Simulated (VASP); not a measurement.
# GdN (P4/nmm) in VASP: a series of runs, part 2 of 2

VASP 6.6.1.

## Step 3: Single point, PBE, collinear spin, antiferromagnetic start

This run uses another cell than the first one, of 16.46 Å³/atom.

Contents of INCAR:

```
PREC     = Accurate       # precision mode
ENCUT    = 520            # plane-wave cutoff, eV
EDIFF    = 1E-6           # SCF threshold, eV
ISMEAR   = 0              # smearing method
SIGMA    = 0.05           # smearing width, eV
LREAL    = F              # projectors in reciprocal space
LASPH    = T              # aspherical terms in the spheres
NELM     = 150            # most SCF steps
ALGO     = Normal         # electronic algorithm
ISIF     = 2              # what is computed and relaxed
LWAVE    = F              # write WAVECAR
LCHARG   = F              # write CHGCAR
ISPIN    = 2              # spin polarisation
MAGMOM   = 7 -7 0 0       # initial moments
LORBIT   = 11             # projections on sites
LMAXMIX  = 6              # l up to which the mixer works
GGA      = PE             # functional
NBANDS   = 35             # bands
```

Contents of KPOINTS:

```
Automatic mesh
0
Gamma
  8 8 10
```

Contents of POSCAR:

```
GdN
1.0
    4.2975026518      0.0000000000      0.0000000000
    0.0000000000      4.2975026518      0.0000000000
    0.0000000000      0.0000000000      3.5650816776
Gd N
2 2
Direct
    0.5000000000      0.0000000000      0.2485409416
    0.0000000000      0.5000000000      0.7514590584
    0.0000000000      0.0000000000      0.0000000000
    0.5000000000      0.5000000000      0.0000000000
```

Potentials or basis: VASP PAW PBE potentials, release 64 (Gd, N).

Command:

```bash
$ cat potpaw_PBE.64/Gd/POTCAR potpaw_PBE.64/N/POTCAR > POTCAR
$ mpirun -np 1 vasp_std > vasp.out
```

OUTCAR:

```text
PREC = Accurate
   ENCUT = 520
   EDIFF = 1E-6
   ISMEAR = 0
   LREAL = F
   LASPH = T
   NELM = 150
   ISIF = 2
   ISPIN = 2
   LORBIT = 11
   GGA = PE

 ion  position               nearest neighbor table
   1  0.500  0.000  0.249-   3 2.32   4 2.32   4 2.32   3 2.32   2 3.52   2 3.52   2 3.52   2 3.52
                             2 3.53   2 3.53   2 3.53   2 3.53
   2  0.000  0.500  0.751-   3 2.32   4 2.32   3 2.32   4 2.32   1 3.52   1 3.52   1 3.52   1 3.52
                             1 3.53   1 3.53   1 3.53   1 3.53
   3  0.000  0.000  0.000-   1 2.32   2 2.32   2 2.32   1 2.32
   4  0.500  0.500  0.000-   1 2.32   2 2.32   1 2.32   2 2.32

  LATTYP: Found a simple tetragonal cell.
 ALAT       =     4.2975026518
 C/A-ratio  =     0.8295705591

  Lattice vectors:

 A1 = (   4.2975026518,   0.0000000000,   0.0000000000)
 A2 = (   0.0000000000,   4.2975026518,   0.0000000000)
 A3 = (   0.0000000000,   0.0000000000,   3.5650816776)

Analysis of symmetry for initial positions (statically):
=====================================================================
 Subroutine PRICEL returns:
 Original cell was already a primitive cell.

 Routine SETGRP: Setting up the symmetry group for a
 simple tetragonal supercell.

 Subroutine GETGRP returns: Found 16 space group operations
 (whereof  8 operations were pure point group operations)
 out of a pool of 16 trial point group operations.

The static configuration has the point symmetry D_2d.
 The point group associated with its full space group is D_4h.

Analysis of symmetry for dynamics (positions and initial velocities):
=====================================================================
 Subroutine PRICEL returns:
 Original cell was already a primitive cell.

 Routine SETGRP: Setting up the symmetry group for a
 simple tetragonal supercell.

 Subroutine GETGRP returns: Found 16 space group operations
 (whereof  8 operations were pure point group operations)
 out of a pool of 16 trial point group operations.

The dynamic configuration has the point symmetry D_2d.
 The point group associated with its full space group is D_4h.

Analysis of structural, dynamic, and magnetic symmetry:
=====================================================================
 Subroutine PRICEL returns:
 Original cell was already a primitive cell.

 Routine SETGRP: Setting up the symmetry group for a
 simple tetragonal supercell.

 Subroutine GETGRP returns: Found 16 space group operations
 (whereof  8 operations were pure point group operations)
 out of a pool of 16 trial point group operations.

The overall configuration has the point symmetry D_2d.
 The point group associated with its full space group is D_4h.

 Subroutine INISYM returns: Found 16 space group operations
 (whereof  8 operations are pure point group operations),
 and found     1 'primitive' translations

----------------------------------------------------------------------------------------

                                     Primitive cell

  volume of cell :      65.8418

  direct lattice vectors                    reciprocal lattice vectors
     4.297502652  0.000000000  0.000000000     0.232693283  0.000000000  0.000000000
     0.000000000  4.297502652  0.000000000     0.000000000  0.232693283  0.000000000
[... 93 lines left out ...]
   IBRION =     -1    ionic relax: 0-MD 1-quasi-New 2-CG
   NFREE  =      0    steps in history (QN), initial steepest desc. (CG)
   ISIF   =      2    stress and relaxation
   ISYM   =      2    0-nonsym 1-usesym 2-fastsym
   POTIM  = 0.5000    time-step for ionic-motion
   TEBEG  =    0.0;   TEEND  =   0.0 temperature during run
   PSTRESS=    0.0 pullay stress
   NELECT =      46.0000    total number of electrons
   NUPDOWN=      -1.0000    fix difference up-down
   EMIN   =  10.00;   EMAX   =-10.00  energy-range for DOS
   EFERMI =   0.00;   METHOD = LEGACY
   ISMEAR =     0;   SIGMA  =   0.05  broadening in eV -4-tet -1-fermi 0-gaus
   EFERMI_NEDOS =   21; number of points for ismear=-14 and -15
   IALGO  =     38    algorithm
   IMIX   =      4    mixing-type and parameters
     AMIX     =   0.40;   BMIX     =  1.00
     AMIX_MAG =   1.60;   BMIX_MAG =  1.00
  volume/ion in A,a.u.               =      16.46       111.08
  Fermi-wavevector in a.u.,A,eV,Ry     =   1.452647  2.745105 28.710798  2.110184
  Thomas-Fermi vector in A             =   2.570005
   LORBIT       =     11    0 simple, 1 ext, 2 COOP (PROOUT), +10 PAW based schemes
   GGA     = PE    functional components
   LHFCALC =     F    Hartree Fock is set to
   AEXX    =    0.0000 exact exchange contribution
   IVDW    =     0    specifies the selected vdW correction
   LEPSILON=     F    determine dielectric tensor
   LRPA    =     F    only Hartree local field effects (RPA)
 spin polarized calculation
 Gauss-broadening in eV      SIGMA  =   0.05
  energy-cutoff  :      520.00
  volume of cell :       65.84
 maximum number of plane-waves:      1800
 NGX is ok and might be reduce to    32
   NGX = 15   NGY = 15   NGZ = 13

 number of electron      45.9999980 magnetization      -0.0000000

 number of electron      45.9999980 magnetization       0.0000000

 Free energy of the ion-electron system (eV)
  ---------------------------------------------------
  ext. energy  EPLUGINS =         0.00000000
  ---------------------------------------------------
  free energy    TOTEN  =       -44.97741183 eV

  energy without entropy =      -44.97741183  energy(sigma->0) =      -44.97741183

 E-fermi :   3.8848     XC(G=0): -11.1583

 val. band max:        3.6494784631   @ k =   0.2500   0.2500   0.0000
 cond. band min:       4.5369838571   @ k =   0.0000   0.0000   0.0000
 fundamental gap:      0.8875053940
 Fermi energy:         3.8848199051

 spin component 1

 k-point     1 :       0.0000    0.0000    0.0000
  band No.  band energies     occupation
      1     -40.0953      1.00000
      2     -37.0054      1.00000
      3     -17.6054      1.00000
      4     -17.6054      1.00000
      5     -17.5817      1.00000
      6     -15.3970      1.00000
[... 901 lines left out ...]
     34       7.2155      0.00000
     35       8.2914      0.00000

 [... further k-points ...]

 spin component 2

 k-point     1 :       0.0000    0.0000    0.0000
  band No.  band energies     occupation
      1     -40.0953      1.00000
      2     -37.0054      1.00000
      3     -17.6054      1.00000
      4     -17.6054      1.00000
      5     -17.5817      1.00000
      6     -15.3970      1.00000
[... 901 lines left out ...]
     34       7.2155      0.00000
     35       8.2919      0.00000

 [... further k-points ...]

------------------------ aborting loop because EDIFF is reached ----------------------------------------

  FORCE on cell =-STRESS in cart. coord.  units (eV):
  Direction    XX          YY          ZZ          XY          YZ          ZX
  --------------------------------------------------------------------------------------
  -------------------------------------------------------------------------------------
  Total       -0.0224680     -0.0224680     -0.0610629      0.0000000      0.0000000      0.0000000
  in kB       -0.5467311     -0.5467311     -1.4858893      0.0000000      0.0000000      0.0000000
  external PRESSURE =      -0.8597838 kB  Pullay stress =       0.0000000 kB

 VOLUME and BASIS-vectors are now :
 -----------------------------------------------------------------------------
  energy-cutoff  :      520.00
  volume of cell :       65.84
      direct lattice vectors                 reciprocal lattice vectors
     4.297502652  0.000000000  0.000000000     0.232693283  0.000000000  0.000000000
     0.000000000  4.297502652  0.000000000     0.000000000  0.232693283  0.000000000
     0.000000000  0.000000000  3.565081678     0.000000000  0.000000000  0.280498482

 POSITION                                       TOTAL-FORCE (eV/Angst)
 -----------------------------------------------------------------------------------
      2.14875      0.00000      0.88607         0.000000     -0.000000      0.011741
      0.00000      2.14875      2.67901         0.000000      0.000000     -0.011741
      0.00000      0.00000      0.00000         0.000000      0.000000      0.000000
      2.14875      2.14875      0.00000         0.000000      0.000000      0.000000
 -----------------------------------------------------------------------------------
    total drift:                                0.000000      0.000000      0.000000

  FREE ENERGIE OF THE ION-ELECTRON SYSTEM (eV)
  ---------------------------------------------------
  free  energy   TOTEN  =       -44.9774118342 eV

  energy  without entropy=      -44.9774118342  energy(sigma->0) =      -44.97741183

 total charge

# of ion       s       p       d       f       tot
--------------------------------------------------
    1        2.038   5.625   0.598   7.046  15.306
    2        2.038   5.625   0.598   7.046  15.306
    3        1.265   2.382   0.000   0.000   3.647
    4        1.265   2.382   0.000   0.000   3.647
--------------------------------------------------
tot          6.605  16.013   1.196  14.091  37.906

 magnetization (x)

# of ion       s       p       d       f       tot
--------------------------------------------------
    1       -0.003  -0.080   0.060   6.762   6.739
    2        0.003   0.080  -0.060  -6.762  -6.739
    3        0.000   0.000   0.000   0.000   0.000
    4        0.000   0.000   0.000   0.000   0.000
--------------------------------------------------
tot          0.000   0.000   0.000   0.000   0.000
```

It took 48 min on 1 thread of Intel Xeon Platinum 8259CL at 2.50GHz (Skylake/Cascade Lake), shared host; peak memory 0.45 GiB.

What came out:

- Free energy: -44.9774 eV
- Pressure: -0.1 GPa
- Largest force: 0.012 eV/Å
- Band gap on the k mesh: 0.89 eV (least direct gap 1.12 eV)
- Net moment: 0.00 μB per cell
- Site moments: Gd +6.74, -6.74; N +0.00 μB
- Valence electrons inside the program's atomic spheres: Gd 15.31; N 3.65

Forces on the atoms (eV/Å):
```
Gd   0.000  0.000  0.012
Gd   0.000  0.000 -0.012
N    0.000  0.000  0.000
N    0.000  0.000  0.000
```

Stress tensor (GPa, compression positive):
```
-0.05  0.00  0.00
 0.00 -0.05  0.00
 0.00  0.00 -0.15
```

Caveat: spin-orbit coupling is left out, which moves the levels of the heavy elements; semilocal functionals describe open f shells poorly, which spoils levels, moments and volumes. The state reached can hang on the start; a lower one may exist.

## Step 4: Single point, RPBE, collinear spin, antiferromagnetic start

This run uses another cell than the first one, of 16.44 Å³/atom.

Contents of INCAR:

```
SYSTEM = GdN
PREC = Accurate
ENCUT = 520
EDIFF = 1E-6
ISMEAR = 0
SIGMA = 0.05
LREAL = .FALSE.
LASPH = .TRUE.
NELM = 150
ALGO = Normal
ISIF = 2
LWAVE = .FALSE.
LCHARG = .TRUE.
ISPIN = 2
MAGMOM = -7 7 0 0
LORBIT = 11
LMAXMIX = 6
GGA = RP
LELF = .TRUE.
LVHAR = .TRUE.
NBANDS = 35
```

Contents of KPOINTS:

```
Automatic mesh
0
G
  8 8 10
  0 0 0
```

Contents of POSCAR:

```
GdN
1.0
    4.2935180624      0.0000000000      0.0000000000
    0.0000000000      4.2935180624      0.0000000000
    0.0000000000      0.0000000000      3.5672872151
Gd N
2 2
Direct
    0.5000000000      0.0000000000      0.2486793575
    0.0000000000      0.5000000000      0.7513208202
    0.0000000000      0.0000000000     -0.0000000888
    0.5000000000      0.5000000000     -0.0000000888
```

Command:

```bash
$ cat potpaw_PBE.64/Gd/POTCAR potpaw_PBE.64/N/POTCAR > POTCAR
$ mpirun -np 1 vasp_std > vasp.out
```

It took 13 min on 1 thread of Intel Xeon 6975P-C (Granite Rapids), shared host; peak memory 0.44 GiB.

It converged, with:

```yaml
Free_energy: -43.5022 eV
Pressure: 3.2 GPa
Largest_force: 0.101 eV/Å
Band_gap_on_the_k_mesh: 0.97 eV (least direct gap 1.21 eV)
Net_moment: 0.00 μB per cell
Site_moments: Gd -6.73, +6.73; N +0.00 μB
Valence_electrons_inside_the_program's_atomic_spheres: Gd 15.32; N 3.66
```

Forces on the atoms (eV/Å):
```
Gd   0.000  0.000  0.101
Gd   0.000  0.000 -0.101
N    0.000  0.000  0.000
N    0.000  0.000  0.000
```

Stress tensor (GPa, compression positive):
```
3.58 0.00 0.00
0.00 3.58 0.00
0.00 0.00 2.48
```

Levels at points of the mesh, in eV from the valence-band top:
Spin up:
```tsv
k point	band 20	band 21	band 22	band 23	band 24	band 25	band 26	band 27
(0.00, 0.00, 0.00)	-1.83	-1.17	-0.23	-0.23	0.97	1.83	1.96	1.96
(0.50, 0.00, 0.00)	-1.57	-1.47	-1.38	-0.86	1.41	1.51	1.90	2.09
(0.50, 0.50, 0.00)	-1.60	-1.38	-0.41	-0.41	1.41	1.80	2.07	2.07
(0.00, 0.00, 0.50)	-2.55	-2.55	-1.05	-1.05	1.82	1.92	2.13	2.13
(0.50, 0.00, 0.50)	-2.46	-2.36	-1.72	-1.67	1.93	2.03	2.12	2.12
(0.50, 0.50, 0.50)	-1.93	-1.93	-1.42	-1.06	1.85	1.97	2.09	2.09
```
Spin down:
| k point | band 19 | band 20 | band 21 | band 22 | band 23 | band 24 | band 25 | band 26 | band 27 | band 28 |
| --- | --- | --- | --- | --- | --- | --- | --- | --- | --- | --- |
| (0.00, 0.00, 0.00) | -1.83 | -1.83 | -1.17 | -0.23 | -0.23 | 0.97 | 1.83 | 1.96 | 1.96 | 2.02 |
| (0.50, 0.00, 0.00) | -2.31 | -1.57 | -1.47 | -1.38 | -0.86 | 1.41 | 1.51 | 1.90 | 2.09 | 2.16 |
| (0.50, 0.50, 0.00) | -3.20 | -1.60 | -1.38 | -0.41 | -0.41 | 1.41 | 1.80 | 2.07 | 2.07 | 2.17 |
| (0.00, 0.00, 0.50) | -2.87 | -2.55 | -2.55 | -1.05 | -1.05 | 1.82 | 1.92 | 2.13 | 2.13 | 2.19 |
| (0.50, 0.00, 0.50) | -2.49 | -2.46 | -2.36 | -1.72 | -1.67 | 1.93 | 2.03 | 2.12 | 2.12 | 2.19 |
| (0.50, 0.50, 0.50) | -2.45 | -1.93 | -1.93 | -1.42 | -1.06 | 1.85 | 1.97 | 2.09 | 2.09 | 2.14 |

Caveat: the cell stands under pressure; the PAW data sets were made with another functional, which shifts forces and pressure a little; spin-orbit coupling is left out, which moves the levels of the heavy elements; semilocal functionals describe open f shells poorly, which spoils levels, moments and volumes.

## Step 5: Overview

| level | cell | gap on the mesh (eV) | pressure (GPa) | moment (μB) | largest force (eV/Å) |
| --- | --- | --- | --- | --- | --- |
| PBE | a = 4.307, b = 4.307, c = 3.616 Å, 4 atoms, atomic positions A | 0.77 | -0.7 | 0.00 | 0.02 |
| PBE | a = 4.298, b = 4.298, c = 3.565 Å, 4 atoms, atomic positions B | 0.89 | -0.1 | 0.00 | 0.01 |
| RPBE | a = 4.294, b = 4.294, c = 3.567 Å, 4 atoms, atomic positions B | 0.97 | 3.2 | 0.00 | 0.10 |

Alike in all rows: task single point; potentials or basis VASP PAW PBE potentials, release 64 (Gd, N); spin collinear, antiferromagnetic start; k mesh 8 × 8 × 10; cutoff (eV) 520; smearing gaussian 0.05 eV.

Caveats: spin-orbit coupling is left out, which moves the levels of the heavy elements; semilocal functionals describe open f shells poorly, which spoils levels, moments and volumes; the cell stands under pressure (at least some runs); the PAW data sets were made with another functional, which shifts forces and pressure a little (at least some runs).

Total energies depend on the potentials used, so only differences within one code and one set of settings carry meaning.
